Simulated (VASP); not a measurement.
# Sc (P6_3/mmc) in VASP: settings compared

Sc is run at these levels: PBE, revPBE, BLYP, RPBE; tasks: single point.

Everything below comes from runs of VASP 6.6.1. Logs are shortened: lines on timing, memory, paths and dates and some standing lists are left out, and cuts for length are marked.

## 1. The cell of the first run

The structure is hexagonal, space group P6_3/mmc (No. 194). The conventional cell has a = 3.319 Å, b = 3.319 Å, c = 5.173 Å, α = 90.00°, β = 90.00°, γ = 120.00°. Within 4.2 Å of Sc (site symmetry -6m2) lie 12 Sc at 3.22 to 3.32 Å.

## 2. Single point, PBE

The input, INCAR:

```
SYSTEM = Sc
ALGO = Normal ; EDIFF = 1E-6
ENCUT = 520 ; GGA = PE
ISIF = 2 ; ISMEAR = -1
LASPH = .True. ; LCHARG = .False.
LREAL = .False. ; LWAVE = .False.
NBANDS = 18 ; NELM = 60
PREC = Accurate ; SIGMA = 0.05
```

The input, KPOINTS:

```
k-points
0
Gamma
  9 9 5
  0 0 0
```

The input, POSCAR:

```
Sc
1.0
    3.3192844724      0.0000000000      0.0000000000
   -1.6596422362      2.8745846755      0.0000000000
    0.0000000000      0.0000000000      5.1725192145
Sc
2
Direct
    0.6666666667      0.3333333333      0.7500000000
    0.3333333333      0.6666666667      0.2500000000
```

Potentials or basis: VASP PAW PBE potentials, release 64 (Sc_sv).

The run is started by

```sh
$ cat potpaw_PBE.64/Sc_sv/POTCAR > POTCAR
$ mpirun -np 1 vasp_std > vasp.out
```

OUTCAR:

```text
SYSTEM = Sc
   EDIFF = 1E-6
   ENCUT = 520
   GGA = PE
   ISIF = 2
   ISMEAR = -1
   LASPH = .True.
   LREAL = .False.
   NELM = 60
   PREC = Accurate

 ion  position               nearest neighbor table
   1  0.667  0.333  0.750-   2 3.22   2 3.22   2 3.22   2 3.22   2 3.22   2 3.22
   2  0.333  0.667  0.250-   1 3.22   1 3.22   1 3.22   1 3.22   1 3.22   1 3.22

  LATTYP: Found a hexagonal cell.
 ALAT       =     3.3192844724
 C/A-ratio  =     1.5583235657

  Lattice vectors:

 A1 = (   3.3192844724,   0.0000000000,   0.0000000000)
 A2 = (  -1.6596422362,   2.8745846755,   0.0000000000)
 A3 = (   0.0000000000,   0.0000000000,   5.1725192145)

Analysis of symmetry for initial positions (statically):
=====================================================================
 Subroutine PRICEL returns:
 Original cell was already a primitive cell.

 Routine SETGRP: Setting up the symmetry group for a
 hexagonal supercell.

 Subroutine GETGRP returns: Found 24 space group operations
 (whereof 12 operations were pure point group operations)
 out of a pool of 24 trial point group operations.

The static configuration has the point symmetry D_3d.
 The point group associated with its full space group is D_6h.

Analysis of symmetry for dynamics (positions and initial velocities):
=====================================================================
 Subroutine PRICEL returns:
 Original cell was already a primitive cell.

 Routine SETGRP: Setting up the symmetry group for a
 hexagonal supercell.

 Subroutine GETGRP returns: Found 24 space group operations
 (whereof 12 operations were pure point group operations)
 out of a pool of 24 trial point group operations.

The dynamic configuration has the point symmetry D_3d.
 The point group associated with its full space group is D_6h.

 Subroutine INISYM returns: Found 24 space group operations
 (whereof 12 operations are pure point group operations),
 and found     1 'primitive' translations

----------------------------------------------------------------------------------------

                                     Primitive cell

  volume of cell :      49.3539

  direct lattice vectors                    reciprocal lattice vectors
     3.319284472  0.000000000  0.000000000     0.301269749  0.173938171  0.000000000
    -1.659642236  2.874584675  0.000000000     0.000000000  0.347876341  0.000000000
     0.000000000  0.000000000  5.172519215     0.000000000  0.000000000  0.193329393

  length of vectors
     3.319284472  3.319284472  5.172519215     0.347876341  0.347876341  0.193329393

  position of ions in fractional coordinates (direct lattice)
     0.666666667  0.333333333  0.750000000
     0.333333333  0.666666667  0.250000000

  ion indices of the primitive-cell ions
   primitive index   ion index
                 1           1
                 2           2

----------------------------------------------------------------------------------------

 KPOINTS: k-points

Automatic generation of k-mesh.
 Grid dimensions read from file:
 generate k-points for:    9    9    5

 Generating k-lattice:

  Cartesian coordinates                     Fractional coordinates (reciprocal lattice)
     0.033474417  0.019326463  0.000000000     0.111111111 -0.000000000  0.000000000
     0.000000000  0.038652927  0.000000000     0.000000000  0.111111111  0.000000000
     0.000000000  0.000000000  0.038665879     0.000000000  0.000000000  0.200000000

  Length of vectors
     0.038652927  0.038652927  0.038665879

  Shift w.r.t. Gamma in fractional coordinates (k-lattice)
     0.000000000  0.000000000  0.000000000

 Subroutine IBZKPT returns following result:
 ===========================================

 Found     36 irreducible k-points:

 Following reciprocal coordinates:
            Coordinates               Weight
  0.000000  0.000000  0.000000      1.000000
  0.111111 -0.000000  0.000000      6.000000
  0.222222 -0.000000  0.000000      6.000000
  0.333333 -0.000000  0.000000      6.000000
  0.444444 -0.000000  0.000000      6.000000
  0.111111  0.111111  0.000000      6.000000
[... 16 lines left out ...]
  0.333333  0.222222  0.200000     24.000000
  0.333333  0.333333  0.200000      4.000000
 [... further k-points ...]
   k-points           NKPTS =     36   k-points in BZ     NKDIM =     36   number of bands    NBANDS=     18
   number of dos      NEDOS =    301   number of ions     NIONS =      2
   total plane-waves  NPLWV =  31360
   dimension x,y,z NGX =    28 NGY =   28 NGZ =   40
   dimension x,y,z NGXF=    56 NGYF=   56 NGZF=   80
   ions per type =               2
   NGX,Y,Z   is equivalent  to a cutoff of  14.02, 14.02, 12.86 a.u.
   NGXF,Y,Z  is equivalent  to a cutoff of  28.05, 28.05, 25.71 a.u.
 SYSTEM =  Sc
   PREC   = accura    normal or accurate (medium, high low for compatibility)
   ISTART =      0    job   : 0-new  1-cont  2-samecut
   ICHARG =      2    charge: 1-file 2-atom 10-const
   ISPIN  =      1    spin polarized calculation?
   LNONCOLLINEAR =      F non collinear calculations
   LSORBIT =      F    spin-orbit coupling
   LASPH  =      T    aspherical Exc in radial PAW
   ENCUT  =  520.0 eV  38.22 Ry    6.18 a.u.   6.17  6.17  9.62*2*pi/ulx,y,z
   NELM   =     60;   NELMIN=  2; NELMDL= -5     # of ELM steps
   EDIFF  = 0.1E-05   stopping-criterion for ELM
   LREAL  =      F    real-space projection
   EDIFFG = 0.1E-04   stopping-criterion for IOM
   NSW    =      0    number of steps for IOM
   IBRION =     -1    ionic relax: 0-MD 1-quasi-New 2-CG
   NFREE  =      0    steps in history (QN), initial steepest desc. (CG)
   ISIF   =      2    stress and relaxation
   ISYM   =      2    0-nonsym 1-usesym 2-fastsym
   POTIM  = 0.5000    time-step for ionic-motion
   TEBEG  =    0.0;   TEEND  =   0.0 temperature during run
   PSTRESS=    0.0 pullay stress
   NELECT =      22.0000    total number of electrons
   NUPDOWN=      -1.0000    fix difference up-down
   EMIN   =  10.00;   EMAX   =-10.00  energy-range for DOS
   EFERMI =   0.00;   METHOD = LEGACY
   ISMEAR =    -1;   SIGMA  =   0.05  broadening in eV -4-tet -1-fermi 0-gaus
   EFERMI_NEDOS =   21; number of points for ismear=-14 and -15
   IALGO  =     38    algorithm
   IMIX   =      4    mixing-type and parameters
     AMIX     =   0.40;   BMIX     =  1.00
     AMIX_MAG =   1.60;   BMIX_MAG =  1.00
  volume/ion in A,a.u.               =      24.68       166.53
  Fermi-wavevector in a.u.,A,eV,Ry     =   1.250571  2.363237 21.278544  1.563929
  Thomas-Fermi vector in A             =   2.384559
   LORBIT       =      0    0 simple, 1 ext, 2 COOP (PROOUT), +10 PAW based schemes
   GGA     = PE    functional components
   LHFCALC =     F    Hartree Fock is set to
   AEXX    =    0.0000 exact exchange contribution
   IVDW    =     0    specifies the selected vdW correction
   LEPSILON=     F    determine dielectric tensor
   LRPA    =     F    only Hartree local field effects (RPA)
 non-spin polarized calculation
  energy-cutoff  :      520.00
  volume of cell :       49.35
 maximum number of plane-waves:      1345
 NGX is ok and might be reduce to    28
   NGX = 13   NGY = 13   NGZ = 19

 number of electron      21.9999995 magnetization

 Free energy of the ion-electron system (eV)
  ---------------------------------------------------
  ext. energy  EPLUGINS =         0.00000000
  ---------------------------------------------------
  free energy    TOTEN  =       -12.51462480 eV

  energy without entropy =      -12.47924834  energy(sigma->0) =      -12.49693657

 E-fermi :   3.6759     XC(G=0):  -9.8727

 val. band max:        3.6645844025   @ k =   0.3333   0.1111   0.4000
 cond. band min:       3.6797806896   @ k =   0.4444   0.1111   0.4000
 fundamental gap:      0.0151962871
 Fermi energy:         3.6758848472

 k-point     1 :       0.0000    0.0000    0.0000
  band No.  band energies     occupation
      1     -45.7508      2.00000
      2     -45.6803      2.00000
      3     -24.5790      2.00000
      4     -24.2389      2.00000
      5     -24.2389      2.00000
      6     -24.1728      2.00000
[... 10 lines left out ...]
     17       5.9794      0.00000
     18       5.9794      0.00000

 k-point     2 :       0.1111   -0.0000    0.0000
  band No.  band energies     occupation
      1     -45.7452      2.00000
      2     -45.6785      2.00000
      3     -24.5631      2.00000
      4     -24.2688      2.00000
      5     -24.2493      2.00000
      6     -24.2041      2.00000
[... 10 lines left out ...]
     17       5.8239      0.00000
     18       5.8799      0.00000

 k-point     3 :       0.2222   -0.0000    0.0000
  band No.  band energies     occupation
      1     -45.7304      2.00000
      2     -45.6744      2.00000
      3     -24.5196      2.00000
      4     -24.3452      2.00000
      5     -24.2809      2.00000
      6     -24.2743      2.00000
[... 10 lines left out ...]
     17       6.2266      0.00000
     18       6.3466      0.00000

 k-point     4 :       0.3333   -0.0000    0.0000
  band No.  band energies     occupation
      1     -45.7119      2.00000
      2     -45.6714      2.00000
      3     -24.4599      2.00000
      4     -24.4334      2.00000
      5     -24.3645      2.00000
      6     -24.3014      2.00000
[... 375 lines left out ...]
      4     -24.4351      2.00000
      5     -24.3397      2.00000
      6     -24.3323      2.00000
[... 10 lines left out ...]
     17       7.1366      0.00000
     18       7.3548      0.00000

 k-point    23 :       0.3333    0.2222    0.2000
  band No.  band energies     occupation
      1     -45.6879      2.00000
      2     -45.6750      2.00000
      3     -24.4818      2.00000
      4     -24.4437      2.00000
      5     -24.3846      2.00000
      6     -24.3121      2.00000
[... 10 lines left out ...]
     17       7.1581      0.00000
     18       7.5626      0.00000

 k-point    24 :       0.3333    0.3333    0.2000
  band No.  band energies     occupation
      1     -45.6796      2.00000
      2     -45.6796      2.00000
      3     -24.4406      2.00000
      4     -24.4374      2.00000
      5     -24.4374      2.00000
      6     -24.3252      2.00000
[... 10 lines left out ...]
     17       7.2814      0.00000
     18       7.2814      0.00000

 [... further k-points ...]

------------------------ aborting loop because EDIFF is reached ----------------------------------------

  FORCE on cell =-STRESS in cart. coord.  units (eV):
  Direction    XX          YY          ZZ          XY          YZ          ZX
  --------------------------------------------------------------------------------------
  -------------------------------------------------------------------------------------
  Total       -0.0033132     -0.0033132      0.0081402      0.0000000      0.0000000     -0.0000000
  in kB       -0.1075565     -0.1075565      0.2642562      0.0000000      0.0000000     -0.0000000
  external PRESSURE =       0.0163811 kB  Pullay stress =       0.0000000 kB

 VOLUME and BASIS-vectors are now :
 -----------------------------------------------------------------------------
  energy-cutoff  :      520.00
  volume of cell :       49.35
      direct lattice vectors                 reciprocal lattice vectors
     3.319284472  0.000000000  0.000000000     0.301269749  0.173938171  0.000000000
    -1.659642236  2.874584675  0.000000000     0.000000000  0.347876341  0.000000000
     0.000000000  0.000000000  5.172519215     0.000000000  0.000000000  0.193329393

 POSITION                                       TOTAL-FORCE (eV/Angst)
 -----------------------------------------------------------------------------------
      1.65964      0.95819      3.87939        -0.000000      0.000000      0.000000
     -0.00000      1.91639      1.29313         0.000000     -0.000000      0.000000
 -----------------------------------------------------------------------------------
    total drift:                               -0.000000      0.000000     -0.000000

  FREE ENERGIE OF THE ION-ELECTRON SYSTEM (eV)
  ---------------------------------------------------
  free  energy   TOTEN  =       -12.5146247989 eV

  energy  without entropy=      -12.4792483357  energy(sigma->0) =      -12.49693657
```

It took 36 s on 1 thread of Intel Xeon 8259CL, shared host; peak memory 0.19 GiB.

Results:

| Quantity | Value |
| --- | --- |
| Free energy | -12.5146 eV |
| Pressure | 0.0 GPa |
| Band gap on the k mesh | zero (bands 11 and 12 overlap by 1.24 eV) |

## 3. Single point, revPBE

This run uses another cell than the first one, of 25.38 Å³/atom.

The input, INCAR:

```
SYSTEM = Sc
ALGO = Fast ; EDIFF = 1E-6
ENCUT = 520 ; GGA = RE
ISIF = 2 ; ISMEAR = -1
LASPH = .True. ; LCHARG = .True.
LELF = .True. ; LREAL = .False.
LVHAR = .True. ; LWAVE = .False.
NBANDS = 18 ; NELM = 60
PREC = Accurate ; SIGMA = 0.05
```

KPOINTS is that of step 2.

The input, POSCAR:

```
Sc
1.0
    3.3471544842      0.0000000000      0.0000000000
   -1.6735772421      2.8987208137      0.0000000000
    0.0000000000      0.0000000000      5.2309781872
Sc
2
Direct
    0.6666666667      0.3333333333      0.7500000000
    0.3333333333      0.6666666667      0.2500000000
```

Potentials or basis: VASP PAW PBE potentials, release 64 (Sc_sv).

The run is started by

```sh
$ cat potpaw_PBE.64/Sc_sv/POTCAR > POTCAR
$ mpirun -np 1 vasp_std > vasp.out
```

Run time: 54 s. Hardware: 1 thread of Intel Xeon 8259CL, shared host; peak memory 0.18 GiB.

The run converged. Its results:

| Item | Value |
| --- | --- |
| Free energy | -12.0117 eV |
| Pressure | 0.0 GPa |
| Band gap on the k mesh | zero (bands 11 and 12 overlap by 1.17 eV) |

Levels at points of the mesh, in eV from the Fermi level:
```tsv
k point	band 7	band 8	band 9	band 10	band 11	band 12	band 13	band 14	band 15	band 16
(0.00, 0.00, 0.00)	-27.99	-27.97	-5.08	-1.59	0.50	1.57	1.57	1.80	2.00	2.00
```

Caveat: the PAW data sets were made with another functional, which shifts forces and pressure a little.

## 4. Single point, BLYP

This run uses another cell than the first one, of 25.02 Å³/atom.

The input, INCAR:

```
AGGAC = 1.0
AGGAX = 1.0
ALDAC = 0.0
ALDAX = 1.0
ALGO = Normal
EDIFF = 1E-6
ENCUT = 520
GGA = B5
ISIF = 2
ISMEAR = -1
LASPH = T
LCHARG = F
LREAL = F
LWAVE = F
NBANDS = 18
NELM = 80
PREC = Accurate
SIGMA = 0.05
```

The input, KPOINTS:

```
k-points
0
Gamma
  9 9 5
```

The input, POSCAR:

```
Sc
1.0
    3.3407820480      0.0000000000      0.0000000000
   -1.6703910240      2.8932021221      0.0000000000
    0.0000000000      0.0000000000      5.1778916159
Sc
2
Direct
    0.6666666667      0.3333333333      0.7500000000
    0.3333333333      0.6666666667      0.2500000000
```

The run is started by

```sh
$ cat potpaw_PBE.64/Sc_sv/POTCAR > POTCAR
$ mpirun -np 1 vasp_std > vasp.out
```

Wall time 47 s (1 thread of Intel Xeon 8259CL, shared host); peak memory 0.19 GiB.

The run converged. Its results:

```yaml
Free_energy: -10.6827 eV
Pressure: 0.0 GPa
Band_gap_on_the_k_mesh: zero (bands 11 and 12 overlap by 1.28 eV)
```

Levels at points of the mesh, in eV from the Fermi level:
```
           k point  band 9  band 10  band 11  band 12  band 13  band 14
(0.00, 0.00, 0.00)   -4.98    -1.59     0.78     1.47     1.47     1.75
```

Caveat: the PAW data sets were made with another functional, which shifts forces and pressure a little.

## 5. Single point, RPBE

This run uses another cell than the first one, of 25.63 Å³/atom.

The input, INCAR:

```
SYSTEM = Sc
PREC = Accurate ; ENCUT = 520
EDIFF = 1E-7 ; ISMEAR = -1
SIGMA = 0.05 ; LREAL = .FALSE.
LASPH = .TRUE. ; NELM = 60
ALGO = Fast ; ISIF = 2
LWAVE = .FALSE. ; LCHARG = .TRUE.
GGA = RP ; LELF = .TRUE.
LVHAR = .TRUE. ; NBANDS = 18
```

The input, KPOINTS:

```
regular mesh
0
G
  9 9 5
  0 0 0
```

The input, POSCAR:

```
Sc
1.0
    3.3571690405      0.0000000000      0.0000000000
   -1.6785845202      2.9073936738      0.0000000000
    0.0000000000      0.0000000000      5.2517951858
Sc
2
Direct
    0.6666666667      0.3333333333      0.7500000000
    0.3333333333      0.6666666667      0.2500000000
```

Potentials or basis: VASP PAW PBE potentials, release 64 (Sc_sv).

The run is started by

```sh
$ cat potpaw_PBE.64/Sc_sv/POTCAR > POTCAR
$ mpirun -np 1 vasp_std > vasp.out
```

OUTCAR:

```text
SYSTEM = Sc
   PREC = Accurate
   ENCUT = 520
   EDIFF = 1E-7
   ISMEAR = -1
   LREAL = .FALSE.
   LASPH = .TRUE.
   NELM = 60
   ISIF = 2
   GGA = RP

 ion  position               nearest neighbor table
   1  0.667  0.333  0.750-   2 3.26   2 3.26   2 3.26   2 3.26   2 3.26   2 3.26
   2  0.333  0.667  0.250-   1 3.26   1 3.26   1 3.26   1 3.26   1 3.26   1 3.26

  LATTYP: Found a hexagonal cell.
 ALAT       =     3.3571690405
 C/A-ratio  =     1.5643523226

  Lattice vectors:

[... 693 lines left out ...]

------------------------ aborting loop because EDIFF is reached ----------------------------------------

  FORCE on cell =-STRESS in cart. coord.  units (eV):
  Direction    XX          YY          ZZ          XY          YZ          ZX
  --------------------------------------------------------------------------------------
  -------------------------------------------------------------------------------------
  Total        0.0123069      0.0123069      0.0102386      0.0000000     -0.0000000      0.0000000
  in kB        0.3846580      0.3846580      0.3200132      0.0000000     -0.0000000      0.0000000
  external PRESSURE =       0.3631097 kB  Pullay stress =       0.0000000 kB

 VOLUME and BASIS-vectors are now :
 -----------------------------------------------------------------------------
  energy-cutoff  :      520.00
  volume of cell :       51.26
      direct lattice vectors                 reciprocal lattice vectors
     3.357169041  0.000000000  0.000000000     0.297870017  0.171975335  0.000000000
    -1.678584520  2.907393674  0.000000000     0.000000000  0.343950669  0.000000000
     0.000000000  0.000000000  5.251795186     0.000000000  0.000000000  0.190411081

 POSITION                                       TOTAL-FORCE (eV/Angst)
 -----------------------------------------------------------------------------------
      1.67858      0.96913      3.93885         0.000000     -0.000000      0.000000
     -0.00000      1.93826      1.31295        -0.000000      0.000000      0.000000
 -----------------------------------------------------------------------------------
    total drift:                               -0.000000      0.000000     -0.000000

  FREE ENERGIE OF THE ION-ELECTRON SYSTEM (eV)
  ---------------------------------------------------
  free  energy   TOTEN  =       -11.8984350743 eV

  energy  without entropy=      -11.8620670893  energy(sigma->0) =      -11.88025108
```

OSZICAR:

```text
N       E                     dE             d eps       ncg     rms          rms(c)
DAV:   1     0.359746874431E+03    0.35975E+03   -0.10973E+04  1296   0.128E+03
DAV:   2     0.637213723080E+01   -0.35337E+03   -0.34650E+03  1608   0.547E+02
DAV:   3    -0.129054935206E+02   -0.19278E+02   -0.18433E+02  2146   0.151E+02
DAV:   4    -0.132819709734E+02   -0.37648E+00   -0.37535E+00  1950   0.197E+01
[... 10 lines left out ...]
RMM:  15    -0.118984340318E+02   -0.12661E-05   -0.35436E-05  1805   0.382E-02    0.120E-03
RMM:  16    -0.118984353261E+02   -0.12942E-05   -0.11292E-05  1676   0.148E-02    0.115E-03
RMM:  17    -0.118984353075E+02    0.18521E-07   -0.28856E-06  1601   0.736E-03    0.733E-04
RMM:  18    -0.118984351717E+02    0.13587E-06   -0.81454E-07  1508   0.532E-03    0.384E-04
RMM:  19    -0.118984350743E+02    0.97354E-07   -0.25313E-07  1384   0.351E-03
   1 F= -.11898435E+02 E0= -.11880251E+02  d E =-.363680E-01
```

Wall time 60 s (1 thread of Intel Xeon 8259CL, shared host); peak memory 0.18 GiB.

What came out:

| Property | Result |
| --- | --- |
| Free energy | -11.8984 eV |
| Pressure | 0.0 GPa |
| Band gap on the k mesh | zero (bands 11 and 12 overlap by 1.15 eV) |

Caveat: the PAW data sets were made with another functional, which shifts forces and pressure a little.

## 6. Overview

| level | cell | gap on the mesh (eV) | pressure (GPa) |
| --- | --- | --- | --- |
| PBE | a = 3.319, b = 3.319, c = 5.173 Å, angles 90.0, 90.0, 120.0°, 2 atoms | none | 0.0 |
| revPBE | a = 3.347, b = 3.347, c = 5.231 Å, angles 90.0, 90.0, 120.0°, 2 atoms | none | 0.0 |
| BLYP | a = 3.341, b = 3.341, c = 5.178 Å, angles 90.0, 90.0, 120.0°, 2 atoms | none | 0.0 |
| RPBE | a = 3.357, b = 3.357, c = 5.252 Å, angles 90.0, 90.0, 120.0°, 2 atoms | none | 0.0 |

Alike in all rows: task single point; potentials or basis VASP PAW PBE potentials, release 64 (Sc_sv); no spin polarisation; k mesh 9 × 9 × 5; cutoff (eV) 520; smearing fermi-dirac 0.05 eV.

Caveats: the PAW data sets were made with another functional, which shifts forces and pressure a little (at least some runs).

Absolute energies hang on the potentials; compare differences alone.
